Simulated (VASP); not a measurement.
**Ti2C5: relaxation of cell and atoms with PBE**

Crystal: Ti2C5.

```xyz
7
Lattice="3.2727 0.0000 0.0000 -1.6364 2.8343 0.0000 0.0000 0.0000 9.8131" Properties=species:S:1:pos:R:3 pbc="T T T"
Ti    1.6364    0.9448    8.3965
Ti    1.6364    0.9448    1.4166
C     0.0000    0.0000    2.2961
C     0.0000    0.0000    7.5170
C     0.0000    0.0000    4.9066
C     0.0000    0.0000    3.6247
C     0.0000    0.0000    6.1884
```

| Property | Result |
| --- | --- |
| Program | VASP 6.6.1 |
| Task | relaxation of cell and atoms |
| Functional | PBE |
| Potentials or basis | VASP PAW PBE potentials, release 64 (Ti_sv, C) |
| Cutoff | 600 eV |
| k mesh | 12 × 12 × 4 |
| Occupations | gaussian, width 0.1 eV |
| Spin | no spin polarisation |
| Dipole correction | no |
| Further INCAR settings | ALGO = Normal; EDIFF = 1e-07; IBRION = 2; EDIFFG = -0.01; NSW = 100; ISIF = 3 |

```yaml
Relaxed_volume: 12.90 Å³/atom
Relaxed_cell: a = 3.258 Å, b = 3.258 Å, c = 9.825 Å, α = 90.00°, β = 90.00°, γ = 120.00°
Space_group_after_relaxing_to_0.05_Å: P-6m2 (No. 187)
Energy_gained_by_relaxing: 0.2 meV/atom
Ionic_steps: 10
Pressure_after_relaxing: 0.0 GPa
Largest_force_after_relaxing: 0.009 eV/Å
Band_gap_on_the_k_mesh: zero (band 22 reaches 5.69 eV, above the bottom of band 23 at 4.71 eV)
```

Forces on the atoms (eV/Å):
```
Ti   0.000  0.000 -0.009
Ti   0.000  0.000  0.009
C    0.000  0.000  0.009
C    0.000  0.000 -0.009
C    0.000  0.000  0.000
C    0.000  0.000  0.004
C    0.000  0.000 -0.004
```

The path:
| step | energy change (eV) | largest force (eV/Å) | pressure (GPa) | volume (Å³) |
| --- | --- | --- | --- | --- |
| 1 | 0.0000 | 0.0452 | -0.41 | 91.03 |
| 2 | -0.0003 | 0.2515 | 0.12 | 90.59 |
| 3 | -0.0005 | 0.1348 | -0.09 | 90.76 |
| 4 | -0.0009 | 0.0534 | 0.04 | 90.59 |
| 5 | -0.0011 | 0.0577 | 0.19 | 90.42 |
| 6 | -0.0012 | 0.0500 | 0.08 | 90.41 |
| 7 | -0.0013 | 0.0729 | -0.07 | 90.40 |
| 8 | -0.0015 | 0.0590 | -0.06 | 90.37 |
| 9 | -0.0017 | 0.0174 | -0.04 | 90.31 |
| 10 | -0.0017 | 0.0091 | -0.03 | 90.30 |

Final structure:
```xyz
7
Lattice="3.2578 0.0000 0.0000 -1.6289 2.8213 0.0000 0.0000 0.0000 9.8246" Properties=species:S:1:pos:R:3 pbc="T T T"
Ti    1.6289    0.9404    8.4159
Ti    1.6289    0.9404    1.4087
C     0.0000    0.0000    2.3026
C     3.2578    0.0000    7.5220
C    -1.6289    2.8213    4.9123
C     0.0000    0.0000    3.6309
C     0.0000    0.0000    6.1937
```

Levels at points of the mesh, in eV from the Fermi level:
```tsv
k point	band 18	band 19	band 20	band 21	band 22	band 23	band 24	band 25	band 26
(0.00, 0.00, 0.00)	-3.27	-1.65	-1.53	-1.53	0.88	0.88	1.05	1.05	1.79
(0.50, 0.00, 0.00)	-3.36	-2.91	-1.24	-1.14	-0.30	-0.11	1.24	1.54	1.89
(0.00, 0.00, 0.50)	-3.32	-1.64	-1.44	-1.44	0.72	0.72	1.29	1.29	1.63
(0.50, 0.00, 0.50)	-3.41	-2.79	-1.14	-1.12	-0.53	0.03	1.13	1.17	1.91
```

Wall time 9.2 min on 1 thread of Intel(R) Xeon(R) 6975P-C (Granite Rapids), with other jobs on the host, peak memory 0.34 GiB.
